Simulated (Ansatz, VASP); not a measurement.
**Sc2AlF3: VASP beside Ansatz**

```xyz
6
Lattice="2.5457 1.4698 5.0920 -2.5457 1.4698 5.0920 0.0000 -2.9395 5.0920" Properties=species:S:1:pos:R:3 pbc="T T T"
Sc    0.0000    0.0000    3.9381
Sc    0.0000    0.0000   11.3379
Al    0.0000    0.0000    0.0000
F     0.0000   -1.4698    2.5460
F    -1.2729    0.7349    2.5460
F     1.2729    0.7349    2.5460
```

Change from the starting cell: species swapped into the Mg2Ni3P type (R-3m, No. 166).

Alike in both runs: functional PBE; k mesh 6 × 6 × 6; occupations gaussian, width 0.1 eV; collinear spin.

Ansatz relaxed the structure, and its values are those at the end. VASP's run is a single point on that final structure, the one shown.

|  | VASP | Ansatz |
| --- | --- | --- |
| version | VASP 6.6.1 | Ansatz 0.2.0 |
| potentials or method | VASP PAW PBE potentials, release 64 (Sc_sv, Al, F), cutoff 520 eV | scalar-relativistic, plane waves, PAW |
| valence electrons in the cell | 46 | 46 |

VASP gave:

```
gap on the k mesh at the Fermi level (eV) : none
pressure (GPa)                            : 0.3
rms of the force components (eV/Å)        : 0.052
net moment per atom (μB)                  : 0.00
```

What did Ansatz give for the same quantities?

gap on the k mesh at the Fermi level (eV): none; pressure (GPa): 0.0; rms of the force components (eV/Å): 0.001; net moment per atom (μB): 0.00.

A gap of «none» marks a metal or a gap that the smearing closes. Ansatz's warnings: seeded moment not kept.
